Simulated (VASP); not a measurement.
Set up this calculation in VASP 6.6.1, as the native input.

* Task: single point
* Functional: PBE
* Dispersion: D3(BJ)
* Potentials or basis: VASP PAW PBE potentials, release 64 (Pb_d)
* Cutoff: 520 eV
* k mesh: 18 × 18 × 10
* Occupations: gaussian, width 0.15 eV
* Spin: no spin polarisation
* Dipole correction: no
* Further INCAR settings: ALGO = Fast; EDIFF = 1e-06; NBANDS = 21

The structure of Pb lies in POSCAR:

```
Pb
1.0
    3.7487171046      0.0000000000      0.0000000000
   -1.8743585523      3.2464842441      0.0000000000
    0.0000000000      0.0000000000      4.8173159669
Pb
2
Direct
    0.3333333333      0.6666666667      0.2500000000
    0.6666666667      0.3333333333      0.7500000000
```

This isn't the form of Pb at room conditions, which is fcc.

This cell differs from its parent crystal: ratio of the length along z to the lengths across it x 0.8, volume and fractional coordinates fixed.

These files were run (other wordings do the same):

INCAR

```
PREC = Accurate
ENCUT = 520
EDIFF = 1E-6
ISMEAR = 0
SIGMA = 0.15
LREAL = False
LASPH = True
NELM = 100
ALGO = Fast
ISIF = 2
LWAVE = False
LCHARG = False
GGA = PE
IVDW = 12
NBANDS = 21
```

KPOINTS

```
regular mesh
0
Gamma
  18 18 10
```

Potentials or basis: VASP PAW PBE potentials, release 64 (Pb_d).

Run with:

```sh
$ cat potpaw_PBE.64/Pb_d/POTCAR > POTCAR
$ mpirun -np 1 vasp_std > vasp.out
```

Results of the run:

- Pressure: 3.7 GPa
- Band gap on the k mesh: zero (bands 14 and 15 overlap by 6.49 eV)
- Dispersion energy per atom: -0.425 eV

Caveat: the cell stands under pressure; spin-orbit coupling is left out, which moves the levels of the heavy elements.

Wall time 5.6 min on 1 thread of Intel Xeon 8259CL (shared host), peak memory 0.34 GiB.
